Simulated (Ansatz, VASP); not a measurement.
## Two plane-wave programs on CaPtC4N4

```
Ca Pt C N
1.0
     6.10086    0.00000    0.00000
     0.00000    6.10086    0.00000
     0.00000    0.00000    6.10086
Ca Pt C N
1 1 4 4
Cartesian
  0.0000 0.0000 0.0000
  3.0504 3.0504 3.0504
  1.2159 1.2159 1.2159
  1.2159 4.8850 4.8850
  4.8850 1.2159 4.8850
  4.8850 4.8850 1.2159
  1.8914 1.8914 1.8914
  1.8914 4.2095 4.2095
  4.2095 1.8914 4.2095
  4.2095 4.2095 1.8914
```

Alike in both runs: task single point; functional PBE; k mesh 4 × 4 × 4; occupations gaussian, width 0.1 eV; collinear spin.

```csv
,VASP,Ansatz
version,VASP 6.6.1,Ansatz 0.2.0
potentials or method,"VASP PAW PBE potentials, release 64 (Ca_sv, Pt, C, N), cutoff 520 eV","scalar-relativistic, plane waves, PAW"
valence electrons in the cell,56,64
```

Ansatz gave:

| Item | Value |
| --- | --- |
| gap on the k mesh at the Fermi level (eV) | none |
| pressure (GPa) | 10.2 |
| rms of the force components (eV/Å) | 1.296 |
| net moment per atom (μB) | 0.20 |
| size of the moment on the site where the two differ most (μB) | 0.85 |

Problem. Estimate VASP's values.

Solution. gap on the k mesh at the Fermi level (eV): none; pressure (GPa): 10.6; rms of the force components (eV/Å): 1.184; net moment per atom (μB): 0.20; size of the moment on the site where the two differ most (μB): 1.21.

Site moments also hang on the region over which each program counts them. Atom by atom the forces differ by 0.180 eV/Å (rms over components). A gap of «none» marks a metal or a gap that the smearing closes. VASP's potentials hold 56 valence electrons a cell and Ansatz's 64, so a difference there can come from the potentials and not from the codes.

Neither program's run includes spin-orbit coupling. Noted on VASP's run: the standard files for N, O and F lose accuracy on very short bonds.
